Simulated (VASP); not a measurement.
A run of VASP 6.6.1:

The input INCAR:

```
SYSTEM = Sn
PREC = Accurate ; ENCUT = 500
EDIFF = 1E-6 ; ISMEAR = 0
SIGMA = 0.05 ; LREAL = .FALSE.
LASPH = .TRUE. ; NELM = 120
ALGO = Normal ; ISIF = 2
LWAVE = .FALSE. ; LCHARG = .TRUE.
GGA = PE ; LELF = .TRUE.
LVHAR = .TRUE. ; NBANDS = 13
GGA_COMPAT = .FALSE.
```

KPOINTS

```
regular mesh
0
G
  16 16 16
  0 0 0
```

The input POSCAR:

```
Sn
1.0
   -1.8969878577      1.8969878577      1.8969878577
    1.8969878577     -1.8969878577      1.8969878577
    1.8969878577      1.8969878577     -1.8969878577
Sn
1
Direct
    0.0000000000      0.0000000000      0.0000000000
```

Potentials or basis: VASP PAW PBE potentials, release 64 (Sn_d).

The run is started by

```sh
$ cat potpaw_PBE.64/Sn_d/POTCAR > POTCAR
$ mpirun -np 1 vasp_std > vasp.out
```

Hardware: 1 thread of Intel(R) Xeon(R) Platinum 8375C CPU @ 2.90GHz (Ice Lake) (shared host).

Question: Estimate the wall time of this run.

Answer: It took 14 s on 1 thread of Intel(R) Xeon(R) Platinum 8375C CPU @ 2.90GHz (Ice Lake), with other jobs on the host, peak memory 0.17 GiB. Counts: scf iterations 10, k points 145.
